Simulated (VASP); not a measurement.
## ZnO: single point with PBE

The system is ZnO.

```
Zn O
1.0
     4.71144    0.00000    0.00000
     0.00000    4.71144    0.00000
     0.00000    0.00000    3.45885
Zn O
1 1
Direct
  0.00000 0.00000 0.00000
  0.00000 0.00000 0.50000
```

The cell was built from a structure type or drawn by symmetry, and may not be a known phase.

```json
{"Program": "VASP 6.6.1", "Task": "single point", "Functional": "PBE", "Potentials or basis": "VASP PAW PBE potentials, release 64 (Zn, O)", "Cutoff": "520 eV", "k mesh": "8 × 8 × 8", "Occupations": "gaussian, width 0.02 eV", "Spin": "no spin polarisation", "Dipole correction": "no", "Further INCAR settings": "ALGO = Normal; EDIFF = 1e-06; NBANDS = 16"}
```

```
Pressure               : 0.5 GPa
Band gap on the k mesh : 1.84 eV (least direct gap 3.33 eV)
```

Stress tensor (GPa, compression positive):
```
0.01 0.00 0.00
0.00 0.01 0.00
0.00 0.00 1.37
```

Levels at points of the mesh, in eV from the valence-band top:
| k point | band 6 | band 7 | band 8 | band 9 | band 10 | band 11 | band 12 | band 13 |
| --- | --- | --- | --- | --- | --- | --- | --- | --- |
| (0.00, 0.00, 0.00) | -4.92 | -3.29 | -1.49 | -1.49 | 1.84 | 8.05 | 8.14 | 8.14 |
| (0.50, 0.00, 0.00) | -4.88 | -3.28 | -1.78 | -1.46 | 2.82 | 4.77 | 8.84 | 9.24 |
| (0.50, 0.50, 0.00) | -4.85 | -3.27 | -1.72 | -1.72 | 3.74 | 5.81 | 5.81 | 6.34 |
| (0.00, 0.00, 0.50) | -5.54 | -3.02 | -0.01 | -0.01 | 5.90 | 6.81 | 7.05 | 7.05 |
| (0.50, 0.00, 0.50) | -5.54 | -2.91 | -0.12 | 0.00 | 4.85 | 7.00 | 7.36 | 8.75 |
| (0.50, 0.50, 0.50) | -5.53 | -2.81 | -0.10 | -0.10 | 5.37 | 5.37 | 8.16 | 9.22 |

Run time: 33 s on 1 thread of AMD EPYC 9R45 96-Core Processor (Zen 5), with other jobs on the host, peak memory 0.21 GiB.

A k mesh can miss the band edges.
